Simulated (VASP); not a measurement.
Input of a VASP 6.6.1 run:

File INCAR:

```
PREC = Accurate
ENCUT = 520
EDIFF = 1E-6
ISMEAR = 0
SIGMA = 0.1
LREAL = False
LASPH = True
NELM = 100
ALGO = Fast
ISIF = 2
LWAVE = False
LCHARG = False
GGA = PE
NBANDS = 26
```

The input KPOINTS:

```
Automatic mesh
0
Gamma
  12 12 18
```

Contents of POSCAR:

```
CuW2
1.0
    4.5025219391      0.0000000000      0.0000000000
   -2.2512609696      3.8992983804      0.0000000000
    0.0000000000      0.0000000000      2.6430121929
Cu W
1 2
Direct
    0.0000000000      0.0000000000      0.0000000000
    0.3333333333      0.6666666667      0.5000000000
    0.6666666667      0.3333333333      0.5000000000
```

Potentials or basis: VASP PAW PBE potentials, release 64 (Cu, W_sv).

Command:

```sh
$ cat potpaw_PBE.64/Cu/POTCAR potpaw_PBE.64/W_sv/POTCAR > POTCAR
$ mpirun -np 1 vasp_std > vasp.out
```

Question: Estimate the pressure.

Answer: 0.6 GPa.

Stress tensor (GPa, compression positive):
```
0.67 0.00 0.00
0.00 0.67 0.00
0.00 0.00 0.53
```
